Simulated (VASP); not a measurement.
Here is a VASP 6.6.1 calculation.

File INCAR:

```
PREC = Accurate
ENCUT = 600
EDIFF = 1E-7
ISMEAR = 0
SIGMA = 0.2
LREAL = False
LASPH = True
NELM = 120
ALGO = Normal
ISIF = 3
LWAVE = False
LCHARG = False
GGA = PE
IBRION = 2
NSW = 80
EDIFFG = -0.025
GGA_COMPAT = False
NELMIN = 4
```

The input KPOINTS:

```
regular mesh
0
Gamma
  10 6 6
```

File POSCAR:

```
C
1.0
    0.0033695299     -0.0173766620      2.0764823753
    3.3369674497     -0.0336889939      0.0055388484
   -0.0336889939      3.3682554499     -0.0285638355
C
4
Direct
   -0.0571845071      0.2091033231      0.2085080757
    0.0452730687      0.2138904657      0.7325435784
    0.0089941147      0.7345434527      0.2446793953
    0.0029173237      0.8424627585      0.8142689506
```

Potentials or basis: VASP PAW PBE potentials, release 64 (C).

Launch:

```bash
$ cat potpaw_PBE.64/C/POTCAR > POTCAR
$ mpirun -np 1 vasp_std > vasp.out
```

**Question.** What does it give for the relaxed volume?

**Answer.** 8.04 Å³/atom.

**Question.** Predict the band gap on the k mesh.

**Answer.** Zero (band 8 reaches 6.80 eV, above the bottom of band 9 at 4.58 eV).

**Question.** Estimate the relaxed cell.

**Answer.** a = 3.069 Å, b = 4.253 Å, c = 2.463 Å, α = 90.01°, β = 90.18°, γ = 90.10°.

**Question.** Predict the space group after relaxing (to 0.05 Å).

**Answer.** P6/mmm (No. 191).

Step by step:
```csv
step,energy change (eV),largest force (eV/Å),pressure (GPa),volume (Å³)
1,0.0000,9.4380,48.95,23.34
3,-1.0436,3.2533,-32.14,29.81
5,-1.3633,3.2957,-26.14,29.05
7,-1.7273,3.9856,6.21,27.08
9,-1.8188,1.8942,-6.11,27.62
11,-2.1059,2.4664,-1.18,25.98
13,-3.7417,8.3390,23.60,23.19
15,-3.9565,8.3876,22.53,23.08
17,-4.0785,8.2924,29.34,22.80
19,-4.1109,8.1360,37.16,22.55
21,-4.2022,8.2522,45.99,22.32
23,-4.2114,8.3272,48.89,22.25
25,-4.4792,7.6983,45.63,22.33
27,-5.3885,5.0003,35.45,22.70
29,-6.3068,5.3825,24.14,23.55
31,-8.2824,5.2765,-13.85,26.54
33,-9.1187,4.0725,-11.23,26.35
35,-10.7934,1.3667,14.39,26.91
37,-11.0588,1.5895,26.60,27.09
39,-11.6607,2.0586,20.05,28.45
41,-11.8299,3.6534,14.47,29.68
43,-11.9984,0.6843,2.48,30.94
45,-12.0526,0.7036,0.65,31.64
47,-12.0651,0.2802,1.12,31.86
49,-12.0690,0.2515,0.74,32.02
51,-12.0703,0.0237,0.18,32.14
52,-12.0705,0.0224,0.09,32.16
```

Caveat: the volume moved by over 15 % at a fixed basis, so the end points are rough.
